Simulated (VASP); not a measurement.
# Rb2Ag3 (Pm-3m) in VASP: notebook, part 2 of 2

VASP 6.6.1.

**4. Relaxation of cell and atoms, PBE**

Input file INCAR:

```
SYSTEM = Rb2Ag3
ALGO = Normal
EDIFF = 1E-7
EDIFFG = -0.01
ENCUT = 500
GGA = PE
GGA_COMPAT = .FALSE.
IBRION = 2
ISIF = 3
ISMEAR = 0
LASPH = .TRUE.
LCHARG = .FALSE.
LREAL = .FALSE.
LWAVE = .FALSE.
NELM = 120
NELMIN = 4
NSW = 100
PREC = Accurate
SIGMA = 0.1
```

Input file KPOINTS:

```
k-points
0
G
  6 6 6
  0 0 0
```

Input file POSCAR:

```
Rb2Ag3
1.0
    6.4676085406      0.0000000000      0.0000000000
    0.0000000000      6.4676085406      0.0000000000
    0.0000000000      0.0000000000      6.4676085406
Rb Ag
2 3
Direct
    0.0000000000      0.0000000000      0.0000000000
    0.5000000000      0.5000000000      0.5000000000
    0.5000000000      0.0000000000      0.0000000000
    0.0000000000      0.5000000000      0.0000000000
    0.0000000000      0.0000000000      0.5000000000
```

Potentials or basis: VASP PAW PBE potentials, release 64 (Rb_sv, Ag).

Command:

```
cat potpaw_PBE.64/Rb_sv/POTCAR potpaw_PBE.64/Ag/POTCAR > POTCAR
mpirun -np 1 vasp_std > vasp.out
```

OUTCAR:

```text
SYSTEM = Rb2Ag3
   EDIFF = 1E-7
   EDIFFG = -0.01
   ENCUT = 500
   GGA = PE
   IBRION = 2
   ISIF = 3
   ISMEAR = 0
   LASPH = .TRUE.
   LREAL = .FALSE.
   NELM = 120
   NELMIN = 4
   NSW = 100
   PREC = Accurate

 ion  position               nearest neighbor table
   1  0.000  0.000  0.000-   3 3.23   4 3.23   5 3.23   5 3.23   4 3.23   3 3.23   2 5.60   2 5.60
                             2 5.60   2 5.60   2 5.60   2 5.60   2 5.60   2 5.60
   2  0.500  0.500  0.500-   3 4.57   4 4.57   5 4.57   3 4.57   4 4.57   3 4.57   5 4.57   3 4.57
                             4 4.57   5 4.57   4 4.57   5 4.57   1 5.60   1 5.60   1 5.60   1 5.60
   3  0.500  0.000  0.000-   1 3.23   1 3.23   2 4.57   2 4.57   2 4.57   2 4.57
   4  0.000  0.500  0.000-   1 3.23   1 3.23   2 4.57   2 4.57   2 4.57   2 4.57
   5  0.000  0.000  0.500-   1 3.23   1 3.23   2 4.57   2 4.57   2 4.57   2 4.57

  LATTYP: Found a simple cubic cell.
 ALAT       =     6.4676085406

  Lattice vectors:

 A1 = (   6.4676085406,   0.0000000000,   0.0000000000)
 A2 = (   0.0000000000,   6.4676085406,   0.0000000000)
 A3 = (   0.0000000000,   0.0000000000,   6.4676085406)

Analysis of symmetry for initial positions (statically):
=====================================================================
 Subroutine PRICEL returns:
 Original cell was already a primitive cell.

 Routine SETGRP: Setting up the symmetry group for a
 simple cubic supercell.

 Subroutine GETGRP returns: Found 48 space group operations
 (whereof 48 operations were pure point group operations)
 out of a pool of 48 trial point group operations.

The static configuration has the point symmetry O_h .

Analysis of symmetry for dynamics (positions and initial velocities):
=====================================================================
 Subroutine PRICEL returns:
 Original cell was already a primitive cell.

[... 129 lines left out ...]
  volume/ion in A,a.u.               =      54.11       365.14
  Fermi-wavevector in a.u.,A,eV,Ry     =   0.938688  1.773863 11.988566  0.881135
  Thomas-Fermi vector in A             =   2.065925
   LORBIT       =      0    0 simple, 1 ext, 2 COOP (PROOUT), +10 PAW based schemes
   GGA     = PE    functional components
   LHFCALC =     F    Hartree Fock is set to
   AEXX    =    0.0000 exact exchange contribution
   IVDW    =     0    specifies the selected vdW correction
   LEPSILON=     F    determine dielectric tensor
   LRPA    =     F    only Hartree local field effects (RPA)
 conjugate gradient relaxation of ions
 non-spin polarized calculation
 Gauss-broadening in eV      SIGMA  =   0.10
  energy-cutoff  :      500.00
  volume of cell :      270.54
 maximum number of plane-waves:      6931
 NGX is ok and might be reduce to    48
   NGX = 23   NGY = 23   NGZ = 23

 number of electron      50.9999967 magnetization

 Free energy of the ion-electron system (eV)
  ---------------------------------------------------
  ext. energy  EPLUGINS =         0.00000000
  ---------------------------------------------------
  free energy    TOTEN  =        -6.82524031 eV

  energy without entropy =       -6.80064928  energy(sigma->0) =       -6.81294480

 E-fermi :  -0.1574     XC(G=0):  -6.5392

 val. band max:       -0.1808305722   @ k =   0.1667   0.1667   0.1667
 cond. band min:      -0.0955524607   @ k =   0.3333   0.1667   0.1667
 fundamental gap:      0.0852781115
 Fermi energy:        -0.1573840124

 k-point     1 :       0.0000    0.0000    0.0000
  band No.  band energies     occupation
      1     -27.9904      2.00000
      2     -27.0265      2.00000
      3     -12.0463      2.00000
      4     -12.0463      2.00000
      5     -12.0463      2.00000
      6     -11.2161      2.00000
[... 649 lines left out ...]
     29       1.3005      0.00000
     30       1.3027      0.00000

------------------------ aborting loop because EDIFF is reached ----------------------------------------

  FORCE on cell =-STRESS in cart. coord.  units (eV):
  Direction    XX          YY          ZZ          XY          YZ          ZX
  --------------------------------------------------------------------------------------
  -------------------------------------------------------------------------------------
  Total        0.0480055      0.0480055      0.0480055      0.0000000     -0.0000000     -0.0000000
  in kB        0.2842959      0.2842959      0.2842959      0.0000000     -0.0000000     -0.0000000
  external PRESSURE =       0.2842959 kB  Pullay stress =       0.0000000 kB

 VOLUME and BASIS-vectors are now :
 -----------------------------------------------------------------------------
  energy-cutoff  :      500.00
  volume of cell :      270.54
      direct lattice vectors                 reciprocal lattice vectors
     6.467608541  0.000000000  0.000000000     0.154616655  0.000000000  0.000000000
     0.000000000  6.467608541  0.000000000     0.000000000  0.154616655  0.000000000
     0.000000000  0.000000000  6.467608541     0.000000000  0.000000000  0.154616655

 POSITION                                       TOTAL-FORCE (eV/Angst)
 -----------------------------------------------------------------------------------
      0.00000      0.00000      0.00000         0.000000      0.000000      0.000000
      3.23380      3.23380      3.23380         0.000000      0.000000      0.000000
      3.23380      0.00000      0.00000         0.000000      0.000000      0.000000
      0.00000      3.23380      0.00000         0.000000      0.000000      0.000000
      0.00000      0.00000      3.23380         0.000000      0.000000      0.000000
 -----------------------------------------------------------------------------------
    total drift:                                0.000000      0.000000      0.000000

  FREE ENERGIE OF THE ION-ELECTRON SYSTEM (eV)
  ---------------------------------------------------
  free  energy   TOTEN  =        -6.8252403081 eV

  energy  without entropy=       -6.8006492827  energy(sigma->0) =       -6.81294480

 reached required accuracy - stopping structural energy minimisation
```

OSZICAR:

```text
N       E                     dE             d eps       ncg     rms          rms(c)
DAV:   1     0.315140346168E+03    0.31514E+03   -0.20847E+04  1200   0.137E+03
DAV:   2     0.147873237675E+02   -0.30035E+03   -0.28862E+03  1568   0.274E+02
DAV:   3    -0.601200991492E+01   -0.20799E+02   -0.20567E+02  1404   0.696E+01
DAV:   4    -0.692442420320E+01   -0.91241E+00   -0.91142E+00  1998   0.113E+01
DAV:   5    -0.693234681629E+01   -0.79226E-02   -0.79211E-02  1484   0.107E+00    0.576E+00
DAV:   6    -0.686789166311E+01    0.64455E-01   -0.16448E-01  1338   0.247E+00    0.323E+00
DAV:   7    -0.683349640913E+01    0.34395E-01   -0.42493E-02  1354   0.110E+00    0.751E-01
DAV:   8    -0.682648868166E+01    0.70077E-02   -0.17071E-02  1484   0.419E-01    0.190E-01
DAV:   9    -0.682521241105E+01    0.12763E-02   -0.62759E-03  1438   0.317E-01    0.736E-02
DAV:  10    -0.682523500604E+01   -0.22595E-04   -0.58968E-04  1750   0.769E-02    0.523E-02
DAV:  11    -0.682523581600E+01   -0.80996E-06   -0.99683E-05  1368   0.450E-02    0.125E-02
DAV:  12    -0.682523943326E+01   -0.36173E-05   -0.13334E-05  1808   0.126E-02    0.680E-03
DAV:  13    -0.682523996212E+01   -0.52887E-06   -0.19990E-06  1354   0.580E-03    0.256E-03
DAV:  14    -0.682524031094E+01   -0.34882E-06   -0.83391E-07  1466   0.357E-03    0.556E-04
DAV:  15    -0.682524030811E+01    0.28267E-08   -0.39283E-08   762   0.871E-04
   1 F= -.68252403E+01 E0= -.68129448E+01  d E =-.682524E+01
```

It took 2.5 min on 1 thread of Intel Xeon 8259CL, shared host; peak memory 0.39 GiB.

Results:

* Free energy: -6.8252 eV
* Pressure after relaxing: 0.0 GPa
* Band gap on the k mesh: zero (an odd number of electrons rules out a gap without spin polarisation)

Final structure:
```
Rb Ag
1.0
     6.46761    0.00000    0.00000
     0.00000    6.46761    0.00000
     0.00000    0.00000    6.46761
Rb Ag
2 3
Direct
  0.00000 0.00000 0.00000
  0.50000 0.50000 0.50000
  0.50000 0.00000 0.00000
  0.00000 0.50000 0.00000
  0.00000 0.00000 0.50000
```

Caveat: the relaxation stopped at its first step, so nothing moved.

**5. Overview**

| task | cell | k mesh | gap on the mesh (eV) | pressure (GPa) |
| --- | --- | --- | --- | --- |
| single point | a = 6.468 Å, 5 atoms | 6 × 6 × 6 | none | 0.0 |
| relaxation of cell and atoms | relaxed from a = 5.560 Å, 5 atoms | 4 × 4 × 4 | none | 0.0 |
| relaxation of cell and atoms | relaxed from a = 6.468 Å, 5 atoms | 6 × 6 × 6 | none | 0.0 |

Alike in all rows: level PBE; potentials or basis VASP PAW PBE potentials, release 64 (Rb_sv, Ag); no spin polarisation; cutoff (eV) 500; smearing gaussian 0.1 eV.

Caveats: the relaxation stopped at its first step, so nothing moved (at least some runs).

Total energies depend on the potentials used, so only differences within one code and one set of settings carry meaning.
